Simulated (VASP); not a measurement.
## SiNi: single point with r2SCAN

Crystal: SiNi.

```
CELL_PARAMETERS angstrom
2.86862 0.00000 0.00000
0.00000 2.86862 0.00000
0.00000 0.00000 2.86862
ATOMIC_POSITIONS crystal
Si 0.00000 0.00000 0.00000
Ni 0.50000 0.50000 0.50000
```

* Program: VASP 6.6.1
* Task: single point
* Functional: r2SCAN
* Potentials or basis: VASP PAW PBE potentials, release 64 (Si, Ni)
* Cutoff: 660 eV
* k mesh: 6 × 6 × 6
* Occupations: gaussian, width 0.1 eV
* Spin: collinear spin, ferromagnetic start
* Starting moments: [0.0, 2.0] μB
* Dipole correction: no
* Further INCAR settings: ALGO = Normal; EDIFF = 1e-06; NBANDS = 18

```yaml
Pressure: -10.3 GPa
Band_gap_on_the_k_mesh: zero (filled and empty bands overlap)
Net_moment: 0.00 μB per cell
Valence_electrons_inside_the_program's_atomic_spheres: Si 1.55; Ni 9.49
```

Levels at points of the mesh, in eV from the Fermi level:
Spin up:
```tsv
k point	band 3	band 4	band 5	band 6	band 7	band 8	band 9	band 10	band 11	band 12
(0.00, 0.00, 0.00)	-4.43	-2.55	-2.55	-2.55	2.31	2.31	2.31	6.63	6.63	10.34
(0.50, 0.00, 0.00)	-3.84	-3.52	-3.52	-2.44	-1.77	6.58	6.96	6.96	8.80	8.80
(0.50, 0.50, 0.00)	-5.85	-4.60	-3.15	-3.15	-2.03	-0.11	0.43	7.48	13.05	13.69
(0.50, 0.50, 0.50)	-6.25	-2.45	-2.00	-2.00	0.67	0.67	0.67	2.00	2.00	2.00
```
Spin down:
| k point | band 3 | band 4 | band 5 | band 6 | band 7 | band 8 | band 9 | band 10 | band 11 | band 12 |
| --- | --- | --- | --- | --- | --- | --- | --- | --- | --- | --- |
| (0.00, 0.00, 0.00) | -4.43 | -2.55 | -2.55 | -2.55 | 2.31 | 2.31 | 2.31 | 6.63 | 6.63 | 10.34 |
| (0.50, 0.00, 0.00) | -3.84 | -3.52 | -3.52 | -2.44 | -1.77 | 6.58 | 6.96 | 6.96 | 8.80 | 8.80 |
| (0.50, 0.50, 0.00) | -5.85 | -4.60 | -3.15 | -3.15 | -2.03 | -0.11 | 0.43 | 7.48 | 13.05 | 13.69 |
| (0.50, 0.50, 0.50) | -6.25 | -2.45 | -2.00 | -2.00 | 0.67 | 0.67 | 0.67 | 2.00 | 2.00 | 2.00 |

Wall time 91 s on 1 thread of AMD EPYC 7R43 64-Core Processor (Zen 3), on a shared host, peak memory 0.12 GiB.

Caveat: the k points lie up to 0.37 Å⁻¹ apart, too coarse for converged energies and pressures of a metal; the PAW data sets were made with another functional, which shifts forces and pressure a little.
